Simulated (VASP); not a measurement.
# Ga (Cmcm) in VASP: further runs

The runs below take Ga through single point, relaxation of cell and atoms, with PBEsol.

Everything below comes from runs of VASP 6.6.1. Logs are shortened: lines on timing, memory, paths and dates and some standing lists are left out, and cuts for length are marked.

**1. The cell of the first run**

The structure is orthorhombic, space group Cmcm (No. 63). Conventional cell: a = 2.707 Å, b = 8.261 Å, c = 3.202 Å, α = 90.00°, β = 90.00°, γ = 90.00°. Within 3.6 Å of Ga (site symmetry m2m) lie 10 Ga at 2.71 to 3.20 Å.

**2. Single point, PBEsol**

Contents of INCAR:

```
SYSTEM = Ga
  ALGO = Normal
  EDIFF = 1E-6
  ENCUT = 520
  GGA = PS
  ISIF = 2
  ISMEAR = -1
  LASPH = .True.
  LCHARG = .True.
  LELF = .True.
  LREAL = .False.
  LVHAR = .True.
  LWAVE = .False.
  NBANDS = 20
  NELM = 60
  PREC = Accurate
  SIGMA = 0.05
```

Contents of KPOINTS:

```
k-points
0
Gamma
  12 12 10
  0 0 0
```

Contents of POSCAR:

```
Ga
1.0
    1.3533731627     -4.1303878269      0.0000000000
    1.3533731627      4.1303878269      0.0000000000
    0.0000000000      0.0000000000      3.2017995838
Ga
2
Direct
    0.8677558490      0.1322441510      0.2500000000
    0.1322441510      0.8677558490      0.7500000000
```

Potentials or basis: VASP PAW PBE potentials, release 64 (Ga_d).

Started as:

```sh
cat potpaw_PBE.64/Ga_d/POTCAR > POTCAR
mpirun -np 1 vasp_std > vasp.out
```

OUTCAR:

```text
SYSTEM = Ga
   EDIFF = 1E-6
   ENCUT = 520
   GGA = PS
   ISIF = 2
   ISMEAR = -1
   LASPH = .True.
   LREAL = .False.
   NELM = 60
   PREC = Accurate

 ion  position               nearest neighbor table
   1  0.868  0.132  0.250-   2 2.71   2 2.71   2 2.86   2 2.86   2 2.86   2 2.86
   2  0.132  0.868  0.750-   1 2.71   1 2.71   1 2.86   1 2.86   1 2.86   1 2.86

  LATTYP: Found a base centered orthorhombic cell.
 ALAT       =     2.7067463254
 B/A-ratio  =     3.0519208898
 C/A-ratio  =     1.1828960674

  Lattice vectors:

 A1 = (   1.3533731627,  -4.1303878269,   0.0000000000)
 A2 = (   1.3533731627,   4.1303878269,   0.0000000000)
 A3 = (   0.0000000000,   0.0000000000,   3.2017995838)

Analysis of symmetry for initial positions (statically):
=====================================================================
 Subroutine PRICEL returns:
 Original cell was already a primitive cell.

 Routine SETGRP: Setting up the symmetry group for a
 base centered orthorhombic supercell.

 Subroutine GETGRP returns: Found  8 space group operations
 (whereof  4 operations were pure point group operations)
 out of a pool of  8 trial point group operations.

The static configuration has the point symmetry C_2h.
 The point group associated with its full space group is D_2h.

Analysis of symmetry for dynamics (positions and initial velocities):
=====================================================================
 Subroutine PRICEL returns:
 Original cell was already a primitive cell.

 Routine SETGRP: Setting up the symmetry group for a
 base centered orthorhombic supercell.

 Subroutine GETGRP returns: Found  8 space group operations
 (whereof  4 operations were pure point group operations)
 out of a pool of  8 trial point group operations.

The dynamic configuration has the point symmetry C_2h.
 The point group associated with its full space group is D_2h.

 Subroutine INISYM returns: Found  8 space group operations
 (whereof  4 operations are pure point group operations),
 and found     1 'primitive' translations

----------------------------------------------------------------------------------------

                                     Primitive cell

  volume of cell :      35.7958

  direct lattice vectors                    reciprocal lattice vectors
     1.353373163 -4.130387827  0.000000000     0.369447255 -0.121054008  0.000000000
     1.353373163  4.130387827  0.000000000     0.369447255  0.121054008  0.000000000
[... 76 lines left out ...]
   PREC   = accura    normal or accurate (medium, high low for compatibility)
   ISTART =      0    job   : 0-new  1-cont  2-samecut
   ICHARG =      2    charge: 1-file 2-atom 10-const
   ISPIN  =      1    spin polarized calculation?
   LNONCOLLINEAR =      F non collinear calculations
   LSORBIT =      F    spin-orbit coupling
   LASPH  =      T    aspherical Exc in radial PAW
   ENCUT  =  520.0 eV  38.22 Ry    6.18 a.u.   8.08  8.08  5.95*2*pi/ulx,y,z
   NELM   =     60;   NELMIN=  2; NELMDL= -5     # of ELM steps
   EDIFF  = 0.1E-05   stopping-criterion for ELM
   LREAL  =      F    real-space projection
   EDIFFG = 0.1E-04   stopping-criterion for IOM
   NSW    =      0    number of steps for IOM
   IBRION =     -1    ionic relax: 0-MD 1-quasi-New 2-CG
   NFREE  =      0    steps in history (QN), initial steepest desc. (CG)
   ISIF   =      2    stress and relaxation
   ISYM   =      2    0-nonsym 1-usesym 2-fastsym
   POTIM  = 0.5000    time-step for ionic-motion
   TEBEG  =    0.0;   TEEND  =   0.0 temperature during run
   PSTRESS=    0.0 pullay stress
   NELECT =      26.0000    total number of electrons
   NUPDOWN=      -1.0000    fix difference up-down
   EMIN   =  10.00;   EMAX   =-10.00  energy-range for DOS
   EFERMI =   0.00;   METHOD = LEGACY
   ISMEAR =    -1;   SIGMA  =   0.05  broadening in eV -4-tet -1-fermi 0-gaus
   EFERMI_NEDOS =   21; number of points for ismear=-14 and -15
   IALGO  =     38    algorithm
   IMIX   =      4    mixing-type and parameters
     AMIX     =   0.40;   BMIX     =  1.00
     AMIX_MAG =   1.60;   BMIX_MAG =  1.00
  volume/ion in A,a.u.               =      17.90       120.78
  Fermi-wavevector in a.u.,A,eV,Ry     =   1.471595  2.780912 29.464684  2.165593
  Thomas-Fermi vector in A             =   2.586712
   LORBIT       =      0    0 simple, 1 ext, 2 COOP (PROOUT), +10 PAW based schemes
   GGA     = PS    functional components
   LHFCALC =     F    Hartree Fock is set to
   AEXX    =    0.0000 exact exchange contribution
   IVDW    =     0    specifies the selected vdW correction
   LEPSILON=     F    determine dielectric tensor
   LRPA    =     F    only Hartree local field effects (RPA)
 non-spin polarized calculation
  energy-cutoff  :      520.00
  volume of cell :       35.80
 maximum number of plane-waves:       980
   NGX = 17   NGY = 17   NGZ = 11

 number of electron      26.0000009 magnetization

 Free energy of the ion-electron system (eV)
  ---------------------------------------------------
  ext. energy  EPLUGINS =         0.00000000
  ---------------------------------------------------
  free energy    TOTEN  =        -6.69185147 eV

  energy without entropy =       -6.68759218  energy(sigma->0) =       -6.68972182

 E-fermi :   5.8655     XC(G=0): -11.3793

 val. band max:        5.8650362960   @ k =   0.5000   0.0833   0.4000
 cond. band min:       5.8725035824   @ k =  -0.4167   0.1667   0.4000
 fundamental gap:      0.0074672865
 Fermi energy:         5.8654680633

 k-point     1 :       0.0000    0.0000    0.0000
  band No.  band energies     occupation
      1      -9.3072      2.00000
      2      -9.2632      2.00000
      3      -9.2632      2.00000
      4      -9.2361      2.00000
      5      -8.9259      2.00000
      6      -8.9148      2.00000
[... 541 lines left out ...]
     19      16.2192      0.00000
     20      19.1465      0.00000

 [... further k-points ...]
[... 5 lines left out ...]
  --------------------------------------------------------------------------------------
  -------------------------------------------------------------------------------------
  Total       -0.0061660     -0.0082489     -0.0112447      0.0000000      0.0000000      0.0000000
  in kB       -0.2759824     -0.3692124     -0.5033000      0.0000000      0.0000000      0.0000000
  external PRESSURE =      -0.3828316 kB  Pullay stress =       0.0000000 kB

 VOLUME and BASIS-vectors are now :
 -----------------------------------------------------------------------------
  energy-cutoff  :      520.00
  volume of cell :       35.80
      direct lattice vectors                 reciprocal lattice vectors
     1.353373163 -4.130387827  0.000000000     0.369447255 -0.121054008  0.000000000
     1.353373163  4.130387827  0.000000000     0.369447255  0.121054008  0.000000000
     0.000000000  0.000000000  3.201799584     0.000000000  0.000000000  0.312324358

 POSITION                                       TOTAL-FORCE (eV/Angst)
 -----------------------------------------------------------------------------------
      1.35337     -3.03795      0.80045         0.000000     -0.001413     -0.000000
      1.35337      3.03795      2.40135         0.000000      0.001413      0.000000
 -----------------------------------------------------------------------------------
    total drift:                                0.000000     -0.000000      0.000000

  FREE ENERGIE OF THE ION-ELECTRON SYSTEM (eV)
  ---------------------------------------------------
  free  energy   TOTEN  =        -6.6918514660 eV

  energy  without entropy=       -6.6875921837  energy(sigma->0) =       -6.68972182
```

It took 2.3 min on 1 thread of Intel Xeon 8259CL, shared host; peak memory 0.28 GiB.

What came out:

```
Free energy            : -6.6919 eV
Pressure               : 0.0 GPa
Band gap on the k mesh : zero (bands 13 and 14 overlap by 9.05 eV)
```

Caveat: the PAW data sets were made with another functional, which shifts forces and pressure a little.

**3. Single point, PBEsol**

Contents of INCAR:

```
SYSTEM = Ga
PREC = Accurate
ENCUT = 520
EDIFF = 1E-6
ISMEAR = -1
SIGMA = 0.05
LREAL = .FALSE.
LASPH = .TRUE.
NELM = 80
ALGO = Normal
ISIF = 2
LWAVE = .FALSE.
LCHARG = .TRUE.
GGA = PS
LELF = .TRUE.
LVHAR = .TRUE.
NBANDS = 20
```

Contents of KPOINTS:

```
Automatic mesh
0
G
  12 12 10
  0 0 0
```

Contents of POSCAR:

```
Ga
1.0
    1.3536033626     -4.1312630672      0.0000000000
    1.3536033626      4.1312630672      0.0000000000
    0.0000000000      0.0000000000      3.2030327703
Ga
2
Direct
    0.8677709342      0.1322290658      0.2500000000
    0.1322290658      0.8677709342      0.7500000000
```

Potentials or basis: VASP PAW PBE potentials, release 64 (Ga_d).

Started as:

```sh
cat potpaw_PBE.64/Ga_d/POTCAR > POTCAR
mpirun -np 1 vasp_std > vasp.out
```

Wall time 2.4 min (1 thread of Intel Xeon 8259CL, shared host); peak memory 0.27 GiB.

The run converged. Its results:

* Free energy: -6.6919 eV
* Pressure: -0.1 GPa
* Band gap on the k mesh: zero (bands 13 and 14 overlap by 9.04 eV)

Levels at points of the mesh, in eV from the Fermi level:
```
           k point  band 11  band 12  band 13  band 14  band 15  band 16
(0.00, 0.00, 0.00)   -11.54    -2.72    -2.26     2.35     6.11    10.05
(0.50, 0.00, 0.00)    -6.05    -5.22    -1.69    -0.25     6.21     6.97
(0.50, 0.50, 0.00)    -9.60    -8.90     4.49     5.28     6.36     6.39
(0.00, 0.00, 0.50)    -7.78    -7.78     1.31     1.31     1.90     1.90
(0.50, 0.00, 0.50)    -2.57    -2.57    -1.51    -1.51     1.97     1.97
(0.50, 0.50, 0.50)    -6.09    -6.09    -4.55    -4.55    10.90    10.90
```

Caveat: the PAW data sets were made with another functional, which shifts forces and pressure a little.

(Part 1 of 2 ends here.)
